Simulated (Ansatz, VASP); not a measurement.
**In3Se in VASP and in Ansatz**

```
In Se
1.0
     4.66842    0.00000    0.00000
     0.00000    4.66842    0.00000
     0.00000    0.00000    4.66842
In Se
3 1
Direct
  0.00000 0.50000 0.50000
  0.50000 0.00000 0.50000
  0.50000 0.50000 0.00000
  0.00000 0.00000 0.00000
```

Alike in both runs: task relaxation of cell and atoms; functional PBEsol; k mesh 10 × 10 × 10; occupations gaussian, width 0.1 eV; no spin polarisation.

```csv
,VASP,Ansatz
version,VASP 6.6.1,Ansatz 0.2.0
potentials or method,"VASP PAW PBE potentials, release 64 (In_d, Se), cutoff 600 eV","scalar-relativistic, plane waves, PAW"
valence electrons in the cell,45,55
```

```tsv
	VASP	Ansatz	Ansatz less VASP
gap on the k mesh at the Fermi level, each at its own relaxed structure (eV)	none	none	-
relaxed volume (Å³/atom)	25.44	25.44	0.000
relaxed cell length with the largest relative difference (Å)	4.668	4.668	0.0000
```

VASP's potentials were made for PBE, not for PBEsol. A gap of «none» marks a metal or a gap that the smearing closes. VASP's potentials hold 45 valence electrons a cell and Ansatz's 55, so a difference there can come from the potentials and not from the codes.

Noted on VASP's run: the relaxation stopped at its first step, so nothing moved.
